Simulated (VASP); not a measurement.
Set up this calculation in VASP 6.6.1, as the native input.

| Property | Result |
| --- | --- |
| Task | single point |
| Functional | PBE |
| Potentials or basis | VASP PAW PBE potentials, release 64 (Mo_sv) |
| Cutoff | 520 eV |
| k mesh | 21 × 21 × 18 |
| Occupations | gaussian, width 0.15 eV |
| Spin | no spin polarisation |
| Dipole correction | no |
| Further INCAR settings | ALGO = Normal; EDIFF = 1e-06; NBANDS = 13 |

The structure of Mo lies in POSCAR:

```
Mo
1.0
    2.7765430532      0.0000000000      0.0000000000
   -1.3882715266      2.4045568187      0.0000000000
    0.0000000000      0.0000000000      2.5168529895
Mo
1
Direct
    0.0000000000      0.0000000000      0.5000000000
```

This cell differs from its parent crystal: strain +0.015 along x and y, -0.015 along z.

These files were run (other wordings do the same):

INCAR

```
PREC     = Accurate       # precision mode
ENCUT    = 520            # plane-wave cutoff, eV
EDIFF    = 1E-6           # SCF threshold, eV
ISMEAR   = 0              # smearing method
SIGMA    = 0.15           # smearing width, eV
LREAL    = F              # projectors in reciprocal space
LASPH    = T              # aspherical terms in the spheres
NELM     = 80             # most SCF steps
ALGO     = Normal         # electronic algorithm
ISIF     = 2              # what is computed and relaxed
LWAVE    = F              # write WAVECAR
LCHARG   = F              # write CHGCAR
GGA      = PE             # functional
NBANDS   = 13             # bands
```

KPOINTS

```
regular mesh
0
Gamma
  21 21 18
```

Potentials or basis: VASP PAW PBE potentials, release 64 (Mo_sv).

Run with:

```console
$ cat potpaw_PBE.64/Mo_sv/POTCAR > POTCAR
$ mpirun -np 1 vasp_std > vasp.out
```

It gave:

| Item | Value |
| --- | --- |
| Pressure | 0.6 GPa |
| Band gap on the k mesh | zero (band 7 reaches 12.16 eV, above the bottom of band 8 at 10.41 eV) |

Caveat: the cell differs from its parent crystal (strain +0.015 along x and y, -0.015 along z).

Run time: 66 s on 1 thread of AMD EPYC 7R13 Processor (Zen 3) (shared host), peak memory 0.18 GiB.
